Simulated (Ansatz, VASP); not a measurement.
## Two plane-wave programs on MnO

```xyz
2
Lattice="0.0000 2.2220 2.2220 2.2220 0.0000 2.2220 2.2220 2.2220 0.0000" Properties=species:S:1:pos:R:3 pbc="T T T"
Mn    0.0000    0.0000    0.0000
O     2.2220    2.2220    2.2220
```

Alike in both runs: task single point; functional PBE; k mesh 9 × 9 × 9; occupations fermi-dirac, width 0.05 eV; collinear spin; fixed moment 4 μB.

|  | VASP | Ansatz |
| --- | --- | --- |
| version | VASP 6.6.1 | Ansatz 0.2.0 |
| potentials or method | VASP PAW PBE potentials, release 64 (Mn_sv, O) | Ansatz PAW |
| plane-wave cutoff (eV) | 700 | 420 |
| valence electrons in the cell | 21 | 21 |

VASP gave:

* pressure (GPa): -13.2
* net moment per atom (μB): 2.00
* size of the moment on the site where the two differ most (μB): 3.62

**Question.** What did Ansatz give for the same quantities?

**Answer.** Pressure (GPa): -12.5; net moment per atom (μB): 2.00; size of the moment on the site where the two differ most (μB): 3.53.

Site moments also hang on the region over which each program counts them. The functional is the same, so the differences come from potentials, cutoffs and numerics.
